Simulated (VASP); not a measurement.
# TiB2 (P6/mmm) in VASP: notebook

Runs on TiB2. Level: PBE. Tasks: single point.

Everything below comes from runs of VASP 6.6.1. Logs are shortened: lines on timing, memory, paths and dates and some standing lists are left out, and cuts for length are marked.

## 1. The cell of the first run

Symmetry: P6/mmm, No. 191, hexagonal system. Conventional cell: a = 2.921 Å, b = 2.921 Å, c = 3.057 Å, α = 90.00°, β = 90.00°, γ = 120.00°. Within 3.0 Å of Ti (site symmetry 6/mmm) lie 12 B at 2.28 Å and 6 Ti at 2.92 Å. Within 2.2 Å of B (site symmetry -6m2) lie 3 B at 1.69 Å.

## 2. Single point, PBE (volume scaled by 0.88, then relaxed in part)

Contents of INCAR:

```
SYSTEM = TiB2
  PREC = Accurate
  ENCUT = 520
  EDIFF = 1E-6
  ISMEAR = 0
  SIGMA = 0.1
  LREAL = .False.
  LASPH = .True.
  NELM = 60
  ALGO = Normal
  ISIF = 2
  LWAVE = .False.
  LCHARG = .False.
  GGA = PE
  NBANDS = 16
```

Contents of KPOINTS:

```
regular mesh
0
Gamma
  18 18 14
  0 0 0
```

Contents of POSCAR:

```
TiB2
1.0
    2.9206688800      0.0000000000      0.0000000000
   -1.4603344400      2.5293734461      0.0000000000
    0.0000000000      0.0000000000      3.0573595900
Ti B
1 2
Direct
    0.0000000000      0.0000000000      0.0000000000
    0.3333333333      0.6666666667      0.5000000000
    0.6666666667      0.3333333333      0.5000000000
```

Potentials or basis: VASP PAW PBE potentials, release 64 (Ti_sv, B).

On the command line:

```bash
$ cat potpaw_PBE.64/Ti_sv/POTCAR potpaw_PBE.64/B/POTCAR > POTCAR
$ mpirun -np 1 vasp_std > vasp.out
```

OUTCAR:

```text
SYSTEM = TiB2
   PREC = Accurate
   ENCUT = 520
   EDIFF = 1E-6
   ISMEAR = 0
   LREAL = .False.
   LASPH = .True.
   NELM = 60
   ISIF = 2
   GGA = PE

 ion  position               nearest neighbor table
   1  0.000  0.000  0.000-   2 2.28   3 2.28   2 2.28   3 2.28   2 2.28   2 2.28   3 2.28   3 2.28
                             3 2.28   3 2.28   2 2.28   2 2.28
   2  0.333  0.667  0.500-   3 1.69   3 1.69   3 1.69   1 2.28   1 2.28   1 2.28   1 2.28   1 2.28
                             1 2.28
   3  0.667  0.333  0.500-   2 1.69   2 1.69   2 1.69   1 2.28   1 2.28   1 2.28   1 2.28   1 2.28
                             1 2.28

  LATTYP: Found a hexagonal cell.
 ALAT       =     2.9206688800
 C/A-ratio  =     1.0468011663

  Lattice vectors:

 A1 = (   2.9206688800,   0.0000000000,   0.0000000000)
 A2 = (  -1.4603344400,   2.5293734461,   0.0000000000)
 A3 = (   0.0000000000,   0.0000000000,   3.0573595900)

Analysis of symmetry for initial positions (statically):
=====================================================================
 Subroutine PRICEL returns:
 Original cell was already a primitive cell.

 Routine SETGRP: Setting up the symmetry group for a
 hexagonal supercell.

 Subroutine GETGRP returns: Found 24 space group operations
 (whereof 24 operations were pure point group operations)
 out of a pool of 24 trial point group operations.

The static configuration has the point symmetry D_6h.

Analysis of symmetry for dynamics (positions and initial velocities):
=====================================================================
 Subroutine PRICEL returns:
 Original cell was already a primitive cell.

 Routine SETGRP: Setting up the symmetry group for a
 hexagonal supercell.

 Subroutine GETGRP returns: Found 24 space group operations
 (whereof 24 operations were pure point group operations)
 out of a pool of 24 trial point group operations.

The dynamic configuration has the point symmetry D_6h.

 Subroutine INISYM returns: Found 24 space group operations
 (whereof 24 operations are pure point group operations),
 and found     1 'primitive' translations

----------------------------------------------------------------------------------------

                                     Primitive cell

  volume of cell :      22.5861

  direct lattice vectors                    reciprocal lattice vectors
     2.920668880  0.000000000  0.000000000     0.342387323  0.197677413  0.000000000
    -1.460334440  2.529373446  0.000000000     0.000000000  0.395354827  0.000000000
     0.000000000  0.000000000  3.057359590     0.000000000  0.000000000  0.327079616
[... 90 lines left out ...]
   IBRION =     -1    ionic relax: 0-MD 1-quasi-New 2-CG
   NFREE  =      0    steps in history (QN), initial steepest desc. (CG)
   ISIF   =      2    stress and relaxation
   ISYM   =      2    0-nonsym 1-usesym 2-fastsym
   POTIM  = 0.5000    time-step for ionic-motion
   TEBEG  =    0.0;   TEEND  =   0.0 temperature during run
   PSTRESS=    0.0 pullay stress
   NELECT =      18.0000    total number of electrons
   NUPDOWN=      -1.0000    fix difference up-down
   EMIN   =  10.00;   EMAX   =-10.00  energy-range for DOS
   EFERMI =   0.00;   METHOD = LEGACY
   ISMEAR =     0;   SIGMA  =   0.10  broadening in eV -4-tet -1-fermi 0-gaus
   EFERMI_NEDOS =   21; number of points for ismear=-14 and -15
   IALGO  =     38    algorithm
   IMIX   =      4    mixing-type and parameters
     AMIX     =   0.40;   BMIX     =  1.00
     AMIX_MAG =   1.60;   BMIX_MAG =  1.00
  volume/ion in A,a.u.               =       7.53        50.81
  Fermi-wavevector in a.u.,A,eV,Ry     =   1.517813  2.868252 31.344526  2.303758
  Thomas-Fermi vector in A             =   2.627018
   LORBIT       =      0    0 simple, 1 ext, 2 COOP (PROOUT), +10 PAW based schemes
   GGA     = PE    functional components
   LHFCALC =     F    Hartree Fock is set to
   AEXX    =    0.0000 exact exchange contribution
   IVDW    =     0    specifies the selected vdW correction
   LEPSILON=     F    determine dielectric tensor
   LRPA    =     F    only Hartree local field effects (RPA)
 non-spin polarized calculation
 Gauss-broadening in eV      SIGMA  =   0.10
  energy-cutoff  :      520.00
  volume of cell :       22.59
 maximum number of plane-waves:       632
 NGX is ok and might be reduce to    24
   NGX = 11   NGY = 11   NGZ = 11

 number of electron      17.9999998 magnetization

 Free energy of the ion-electron system (eV)
  ---------------------------------------------------
  ext. energy  EPLUGINS =         0.00000000
  ---------------------------------------------------
  free energy    TOTEN  =       -24.06868043 eV

  energy without entropy =      -24.06706820  energy(sigma->0) =      -24.06787431

 E-fermi :  11.4941     XC(G=0): -13.3982

 val. band max:       11.4851947563   @ k =   0.0556  -0.0000   0.3571
 cond. band min:      11.5015049166   @ k =   0.0556  -0.0000   0.4286
 fundamental gap:      0.0163101603
 Fermi energy:        11.4941330604

 k-point     1 :       0.0000    0.0000    0.0000
  band No.  band energies     occupation
      1     -45.1632      2.00000
      2     -21.5289      2.00000
      3     -21.1468      2.00000
      4     -21.1468      2.00000
      5      -2.7187      2.00000
      6       8.4343      2.00000
[... 433 lines left out ...]
      3     -21.4212      2.00000
      4     -21.3271      2.00000
      5       1.0383      2.00000
      6       2.7605      2.00000
[... 8 lines left out ...]
     15      20.4460      0.00000
     16      21.7925      0.00000

 [... further k-points ...]

------------------------ aborting loop because EDIFF is reached ----------------------------------------

  FORCE on cell =-STRESS in cart. coord.  units (eV):
  Direction    XX          YY          ZZ          XY          YZ          ZX
  --------------------------------------------------------------------------------------
  -------------------------------------------------------------------------------------
  Total        5.8287990      5.8287990      5.8168073      0.0000000     -0.0000000      0.0000000
  in kB      413.4736726    413.4736726    412.6230276      0.0000000     -0.0000000      0.0000000
  external PRESSURE =     413.1901243 kB  Pullay stress =       0.0000000 kB

 VOLUME and BASIS-vectors are now :
 -----------------------------------------------------------------------------
  energy-cutoff  :      520.00
  volume of cell :       22.59
      direct lattice vectors                 reciprocal lattice vectors
     2.920668880  0.000000000  0.000000000     0.342387323  0.197677413  0.000000000
    -1.460334440  2.529373446  0.000000000     0.000000000  0.395354827  0.000000000
     0.000000000  0.000000000  3.057359590     0.000000000  0.000000000  0.327079616

 POSITION                                       TOTAL-FORCE (eV/Angst)
 -----------------------------------------------------------------------------------
      0.00000      0.00000      0.00000         0.000000      0.000000      0.000000
     -0.00000      1.68625      1.52868        -0.000000     -0.000000      0.000000
      1.46033      0.84312      1.52868         0.000000      0.000000     -0.000000
 -----------------------------------------------------------------------------------
    total drift:                               -0.000000      0.000000      0.000000

  FREE ENERGIE OF THE ION-ELECTRON SYSTEM (eV)
  ---------------------------------------------------
  free  energy   TOTEN  =       -24.0686804266 eV

  energy  without entropy=      -24.0670682012  energy(sigma->0) =      -24.06787431
```

OSZICAR:

```text
N       E                     dE             d eps       ncg     rms          rms(c)
DAV:   1     0.122460689841E+03    0.12246E+03   -0.90335E+03  9496   0.132E+03
DAV:   2    -0.223778663329E+02   -0.14484E+03   -0.13953E+03 10152   0.347E+02
DAV:   3    -0.291804486665E+02   -0.68026E+01   -0.67456E+01 13584   0.732E+01
DAV:   4    -0.293335312731E+02   -0.15308E+00   -0.15295E+00 11496   0.976E+00
DAV:   5    -0.293373788853E+02   -0.38476E-02   -0.38475E-02 13560   0.130E+00    0.202E+01
DAV:   6    -0.240343357087E+02    0.53030E+01   -0.18277E+01 13608   0.513E+01    0.478E+00
DAV:   7    -0.240550032023E+02   -0.20667E-01   -0.87302E-01  9976   0.101E+01    0.421E+00
DAV:   8    -0.240668902029E+02   -0.11887E-01   -0.81806E-02 14848   0.238E+00    0.795E-01
DAV:   9    -0.240688157537E+02   -0.19256E-02   -0.11628E-02 11720   0.133E+00    0.174E-01
DAV:  10    -0.240689021797E+02   -0.86426E-04   -0.33634E-03 12800   0.761E-01    0.197E-01
DAV:  11    -0.240686841864E+02    0.21799E-03   -0.56416E-04 12896   0.279E-01    0.679E-02
DAV:  12    -0.240686799074E+02    0.42790E-05   -0.32822E-05 11496   0.523E-02    0.118E-02
DAV:  13    -0.240686804266E+02   -0.51926E-06   -0.18173E-06 10984   0.122E-02
   1 F= -.24068680E+02 E0= -.24067874E+02  d E =-.161223E-02
```

stdout:

```text
POSCAR found type information on POSCAR TiB
 POSCAR found :  2 types and       3 ions
 scaLAPACK will be used
 LDA part: xc-table for (Slater+PW92), standard interpolation
 POSCAR, INCAR and KPOINTS ok, starting setup
 FFT: planning ... GRIDC
 FFT: planning ... GRID_SOFT
 FFT: planning ... GRID
 WAVECAR not read
 entering main loop
```

Wall time 55 s (1 thread of Intel Xeon 6975P-C, shared host); peak memory 0.22 GiB.

Results:

| Item | Value |
| --- | --- |
| Free energy | -24.0687 eV |
| Pressure | 41.3 GPa |
| Band gap on the k mesh | zero (band 9 reaches 11.85 eV, above the bottom of band 10 at 11.13 eV) |

Levels at points of the mesh, in eV from the Fermi level:
| k point | band 6 | band 7 | band 8 | band 9 | band 10 | band 11 | band 12 | band 13 |
| --- | --- | --- | --- | --- | --- | --- | --- | --- |
| (0.00, 0.00, 0.00) | -3.06 | -3.06 | -2.44 | -2.17 | 2.25 | 2.25 | 4.38 | 4.38 |
| (0.50, 0.00, 0.00) | -9.49 | -3.54 | -3.52 | -2.67 | 1.60 | 3.17 | 3.78 | 3.81 |
| (0.00, 0.00, 0.50) | -8.16 | -0.67 | -0.67 | -0.37 | -0.37 | 0.47 | 0.47 | 2.19 |
| (0.50, 0.00, 0.50) | -7.79 | -5.25 | -4.33 | -3.20 | 3.09 | 3.42 | 5.46 | 5.53 |

## 3. Single point, PBE (volume scaled by 0.91, then relaxed in part)

Contents of INCAR:

```
SYSTEM = TiB2
ALGO = Normal
EDIFF = 1E-6
ENCUT = 520
GGA = PE
ISIF = 2
ISMEAR = 0
LASPH = .TRUE.
LCHARG = .FALSE.
LREAL = .FALSE.
LWAVE = .FALSE.
NBANDS = 16
NELM = 80
PREC = Accurate
SIGMA = 0.1
```

Contents of KPOINTS:

```
k-points
0
G
  18 18 14
  0 0 0
```

Contents of POSCAR:

```
TiB2
1.0
    2.9494720980      0.0000000000      0.0000000000
   -1.4747360490      2.5543177647      0.0000000000
    0.0000000000      0.0000000000      3.1001399773
Ti B
1 2
Direct
    0.0000000000      0.0000000000      0.0000000000
    0.3333333333      0.6666666667      0.5000000000
    0.6666666667      0.3333333333      0.5000000000
```

Potentials or basis: VASP PAW PBE potentials, release 64 (Ti_sv, B).

On the command line:

```bash
$ cat potpaw_PBE.64/Ti_sv/POTCAR potpaw_PBE.64/B/POTCAR > POTCAR
$ mpirun -np 1 vasp_std > vasp.out
```

OUTCAR:

```text
SYSTEM = TiB2
   EDIFF = 1E-6
   ENCUT = 520
   GGA = PE
   ISIF = 2
   ISMEAR = 0
   LASPH = .TRUE.
   LREAL = .FALSE.
   NELM = 80
   PREC = Accurate

 ion  position               nearest neighbor table
   1  0.000  0.000  0.000-   2 2.30   3 2.30   2 2.30   3 2.30   3 2.30   3 2.30   2 2.30   2 2.30
                             3 2.30   3 2.30   2 2.30   2 2.30
   2  0.333  0.667  0.500-   3 1.70   3 1.70   3 1.70   1 2.30   1 2.30   1 2.30   1 2.30   1 2.30
                             1 2.30
   3  0.667  0.333  0.500-   2 1.70   2 1.70   2 1.70   1 2.30   1 2.30   1 2.30   1 2.30   1 2.30
                             1 2.30

[... 656 lines left out ...]
  --------------------------------------------------------------------------------------
  -------------------------------------------------------------------------------------
  Total        4.1815456      4.1815456      4.1650294      0.0000000      0.0000000      0.0000000
  in kB      286.8447447    286.8447447    285.7117747      0.0000000      0.0000000      0.0000000
  external PRESSURE =     286.4670880 kB  Pullay stress =       0.0000000 kB

 VOLUME and BASIS-vectors are now :
 -----------------------------------------------------------------------------
  energy-cutoff  :      520.00
  volume of cell :       23.36
      direct lattice vectors                 reciprocal lattice vectors
     2.949472098  0.000000000  0.000000000     0.339043723  0.195746985  0.000000000
    -1.474736049  2.554317765  0.000000000     0.000000000  0.391493969  0.000000000
     0.000000000  0.000000000  3.100139977     0.000000000  0.000000000  0.322566080

 POSITION                                       TOTAL-FORCE (eV/Angst)
 -----------------------------------------------------------------------------------
      0.00000      0.00000      0.00000         0.000000      0.000000      0.000000
     -0.00000      1.70288      1.55007         0.000000      0.000000      0.000000
      1.47474      0.85144      1.55007        -0.000000      0.000000      0.000000
 -----------------------------------------------------------------------------------
    total drift:                               -0.000000      0.000000      0.000000

  FREE ENERGIE OF THE ION-ELECTRON SYSTEM (eV)
  ---------------------------------------------------
  free  energy   TOTEN  =       -24.2364430807 eV

  energy  without entropy=      -24.2347972441  energy(sigma->0) =      -24.23562016
```

OSZICAR:

```text
N       E                     dE             d eps       ncg     rms          rms(c)
DAV:   1     0.124882978947E+03    0.12488E+03   -0.90762E+03  9488   0.131E+03
DAV:   2    -0.224735289138E+02   -0.14736E+03   -0.14176E+03 10288   0.349E+02
DAV:   3    -0.293068264866E+02   -0.68333E+01   -0.67765E+01 13560   0.733E+01
DAV:   4    -0.294692148254E+02   -0.16239E+00   -0.16232E+00 11536   0.998E+00
DAV:   5    -0.294737096488E+02   -0.44948E-02   -0.44947E-02 13440   0.138E+00    0.191E+01
DAV:   6    -0.242129562847E+02    0.52608E+01   -0.18891E+01 13600   0.505E+01    0.442E+00
DAV:   7    -0.242263950477E+02   -0.13439E-01   -0.89473E-01 10016   0.105E+01    0.396E+00
DAV:   8    -0.242353285830E+02   -0.89335E-02   -0.75680E-02 14968   0.224E+00    0.779E-01
DAV:   9    -0.242366338812E+02   -0.13053E-02   -0.16313E-02 11728   0.163E+00    0.200E-01
DAV:  10    -0.242365783695E+02    0.55512E-04   -0.29902E-03 13064   0.704E-01    0.139E-01
DAV:  11    -0.242364475462E+02    0.13082E-03   -0.32756E-04 11376   0.187E-01    0.663E-02
DAV:  12    -0.242364430456E+02    0.45007E-05   -0.28764E-05 12192   0.547E-02    0.148E-02
DAV:  13    -0.242364430807E+02   -0.35185E-07   -0.36256E-06 11736   0.170E-02
   1 F= -.24236443E+02 E0= -.24235620E+02  d E =-.164584E-02
```

It took 49 s on 1 thread of Intel Xeon 6975P-C, shared host; peak memory 0.23 GiB.

Results:

| Property | Result |
| --- | --- |
| Free energy | -24.2364 eV |
| Pressure | 28.6 GPa |
| Band gap on the k mesh | zero (band 9 reaches 11.46 eV, above the bottom of band 10 at 10.77 eV) |

Stress tensor (GPa, compression positive):
```
28.68  0.00  0.00
 0.00 28.68  0.00
 0.00  0.00 28.57
```

## 4. Single point, PBE (volume scaled by 0.94, then relaxed in part)

Contents of INCAR:

```
  ALGO = Normal
  EDIFF = 1E-6
  ENCUT = 520
  GGA = PE
  ISIF = 2
  ISMEAR = 0
  LASPH = True
  LCHARG = False
  LREAL = False
  LWAVE = False
  NBANDS = 16
  NELM = 80
  PREC = Accurate
  SIGMA = 0.1
```

Contents of KPOINTS:

```
k-points
0
Gamma
  18 18 14
```

Contents of POSCAR:

```
TiB2
1.0
    2.9777910464      0.0000000000      0.0000000000
   -1.4888955232      2.5788426933      0.0000000000
    0.0000000000      0.0000000000      3.1417231308
Ti B
1 2
Direct
    0.0000000000      0.0000000000      0.0000000000
    0.3333333333      0.6666666667      0.5000000000
    0.6666666667      0.3333333333      0.5000000000
```

On the command line:

```bash
$ cat potpaw_PBE.64/Ti_sv/POTCAR potpaw_PBE.64/B/POTCAR > POTCAR
$ mpirun -np 1 vasp_std > vasp.out
```

Wall time 54 s (1 thread of Intel Xeon 6975P-C, shared host); peak memory 0.23 GiB.

It converged, with:

```
Free energy            : -24.3477 eV
Pressure               : 17.8 GPa
Band gap on the k mesh : zero (band 9 reaches 11.09 eV, above the bottom of band 10 at 10.43 eV)
```

Levels at points of the mesh, in eV from the Fermi level:
```tsv
k point	band 6	band 7	band 8	band 9	band 10	band 11	band 12	band 13
(0.00, 0.00, 0.00)	-2.85	-2.85	-2.29	-2.27	2.03	2.03	3.97	3.97
(0.50, 0.00, 0.00)	-9.40	-3.43	-3.38	-2.48	1.43	2.92	3.45	3.55
(0.00, 0.00, 0.50)	-7.90	-0.64	-0.64	-0.30	-0.30	0.43	0.43	1.88
(0.50, 0.00, 0.50)	-7.70	-4.96	-4.09	-3.21	2.74	3.13	4.94	4.97
```

(Continued in part 2 of 2.)
